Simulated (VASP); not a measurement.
Here is a VASP 6.6.1 calculation.

The input INCAR:

```
PREC = Accurate
ENCUT = 520
EDIFF = 1E-6
ISMEAR = 0
SIGMA = 0.1
LREAL = F
LASPH = T
NELM = 100
ALGO = Normal
ISIF = 2
LWAVE = F
LCHARG = T
LDIPOL = T
IDIPOL = 3
DIPOL = 0.5 0.5 0.500
GGA = PS
LELF = T
LVHAR = T
LVACPOTAV = T
NBANDS = 51
```

File KPOINTS:

```
Automatic mesh
0
Gamma
  12 12 1
```

File POSCAR:

```
TiC
1.0
    3.0358717278      0.0000000000      0.0000000000
   -1.5179358639      2.6291420389      0.0000000000
    0.0000000000      0.0000000000     26.1545049867
C Ti
5 5
Direct
    0.3333333333      0.6666666667      0.2867574823
    0.0000000000      0.0000000000      0.3815319346
    0.6666666667      0.3333333333      0.4763063869
    0.3333333333      0.6666666667      0.5710808392
    0.0000000000      0.0000000000      0.6658552916
    0.6666666667      0.3333333333      0.3341447084
    0.3333333333      0.6666666667      0.4289191608
    0.0000000000      0.0000000000      0.5236936131
    0.6666666667      0.3333333333      0.6184680654
    0.3333333333      0.6666666667      0.7132425177
```

Potentials or basis: VASP PAW PBE potentials, release 64 (C, Ti_sv).

Launch:

```console
$ cat potpaw_PBE.64/C/POTCAR potpaw_PBE.64/Ti_sv/POTCAR > POTCAR
$ mpirun -np 1 vasp_std > vasp.out
```

(1) What does it give for the band gap on the k mesh?

(2) Estimate the largest force.

## Answers

(1) zero (bands 40 and 41 overlap by 0.70 eV).

(2) 1.976 eV/Å.

Caveat: the PAW data sets were made with another functional, which shifts forces and pressure a little.
